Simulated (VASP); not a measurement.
BeAl3: single point with PBEsol

Crystal: BeAl3.

```
Al Be
1.0
    -1.94219    1.94219    3.85189
     1.94219   -1.94219    3.85189
     1.94219    1.94219   -3.85189
Al Be
3 1
Direct
  0.50000 0.50000 0.00000
  0.25000 0.75000 0.50000
  0.75000 0.25000 0.50000
  0.00000 0.00000 0.00000
```

```json
{"Program": "VASP 6.6.1", "Task": "single point", "Functional": "PBEsol", "Potentials or basis": "VASP PAW PBE potentials, release 64 (Al, Be)", "Cutoff": "520 eV", "k mesh": "6 × 6 × 6", "Occupations": "fermi-dirac, width 0.05 eV", "Spin": "no spin polarisation", "Dipole correction": "no", "Further INCAR settings": "ALGO = Normal; EDIFF = 1e-07; NBANDS = 14"}
```

```
Pressure : -0.8 GPa
```

Stress tensor (GPa, compression positive):
```
 0.39  0.00  0.00
 0.00  0.39  0.00
 0.00  0.00 -3.09
```

Levels at points of the mesh, in eV from the Fermi level:
```tsv
k point	band 3	band 4	band 5	band 6	band 7	band 8
(0.00, 0.00, 0.00)	-0.52	-0.40	-0.40	-0.31	-0.31	0.32
(0.50, 0.00, 0.00)	-3.53	-3.34	0.05	0.32	1.75	2.57
(0.50, 0.50, 0.00)	-4.57	-4.28	-3.89	-3.10	1.65	2.35
(0.50, 0.50, 0.50)	-2.64	-2.64	-0.70	-0.68	5.79	6.23
```

Run time: 51 s on 1 thread of AMD EPYC 7R43 64-Core Processor (Zen 3) (shared host), peak memory 0.16 GiB.

Caveat: the k points lie up to 0.38 Å⁻¹ apart; the PAW data sets were made with another functional, which shifts forces and pressure a little.
